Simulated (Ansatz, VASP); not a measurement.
Two plane-wave programs on CoW3

```
W Co
1.0
     0.00000    3.24634    3.24634
     3.24634    0.00000    3.24634
     3.24634    3.24634    0.00000
W Co
3 1
Direct
  0.25000 0.25000 0.25000
  0.75000 0.75000 0.75000
  0.50000 0.50000 0.50000
  0.00000 0.00000 0.00000
```

Alike in both runs: task single point; functional PBEsol; k mesh 12 × 12 × 12; occupations gaussian, width 0.1 eV; collinear spin.

```csv
,VASP,Ansatz
version,VASP 6.6.1,Ansatz 0.2.0
potentials or method,"VASP PAW PBE potentials, release 64 (W_sv, Co), cutoff 520 eV","scalar-relativistic, plane waves, PAW"
valence electrons in the cell,51,59
```

VASP gave:

| Property | Result |
| --- | --- |
| gap on the k mesh at the Fermi level (eV) | none |
| net moment per atom (μB) | 0.50 |
| size of the moment on the site where the two differ most (μB) | 1.53 |

Task: What did Ansatz give for the same quantities?

Result: gap on the k mesh at the Fermi level (eV): none; net moment per atom (μB): 0.51; size of the moment on the site where the two differ most (μB): 1.59.

VASP's potentials were made for PBE, not for PBEsol. Site moments also hang on the region over which each program counts them. A gap of «none» marks a metal or a gap that the smearing closes. The functional is the same, so the differences come from potentials, cutoffs and numerics. VASP's potentials hold 51 valence electrons a cell and Ansatz's 59, so a difference there can come from the potentials and not from the codes.

Neither program's run includes spin-orbit coupling.
